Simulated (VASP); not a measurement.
Wanted: the native input for a VASP 6.6.1 run.

| Property | Result |
| --- | --- |
| Task | single point |
| Functional | PBE |
| Potentials or basis | VASP PAW PBE potentials, release 64 (Al, N) |
| Cutoff | 520 eV |
| k mesh | 8 × 6 × 4 |
| Occupations | gaussian, width 0.05 eV |
| Spin | no spin polarisation |
| Dipole correction | no |
| Further INCAR settings | ALGO = Normal; EDIFF = 1e-06; NBANDS = 26 |

The structure of AlN lies in POSCAR:

```
AlN
1.0
   -3.3134793387      0.0000000000      0.0000000000
    0.0000000000      0.0000000000     -4.1875902400
    0.0000000000     -5.7391145645      0.0000000000
Al N
4 4
Direct
    0.5000000000      0.2423139018      0.1666666667
    0.0000000000      0.2423139018      0.6666666667
    0.0000000000      0.7423139018      0.3333333333
    0.5000000000      0.7423139018      0.8333333333
    0.5000000000      0.7648056511      0.1666666667
    0.0000000000      0.7648056511      0.6666666667
    0.0000000000      0.2648056511      0.3333333333
    0.5000000000      0.2648056511      0.8333333333
```

This cell differs from its parent crystal: atoms displaced along a vibrational mode.

The input as run:

INCAR

```
ALGO = Normal
EDIFF = 1E-6
ENCUT = 520
GGA = PE
ISIF = 2
ISMEAR = 0
LASPH = True
LCHARG = False
LREAL = False
LWAVE = False
NBANDS = 26
NELM = 80
PREC = Accurate
SIGMA = 0.05
```

KPOINTS

```
k-points
0
Gamma
  8 6 4
```

Potentials or basis: VASP PAW PBE potentials, release 64 (Al, N).

Run with:

```bash
$ cat potpaw_PBE.64/Al/POTCAR potpaw_PBE.64/N/POTCAR > POTCAR
$ mpirun -np 1 vasp_std > vasp.out
```

It gave:

| Property | Result |
| --- | --- |
| Pressure | 0.6 GPa |
| Largest force | 0.170 eV/Å |
| Band gap on the k mesh | 3.30 eV |

Caveat: the cell differs from its parent crystal (atoms displaced along a vibrational mode).

Wall time 100 s on 1 thread of AMD EPYC 7R13 Processor (Zen 3) (shared host), peak memory 0.21 GiB.
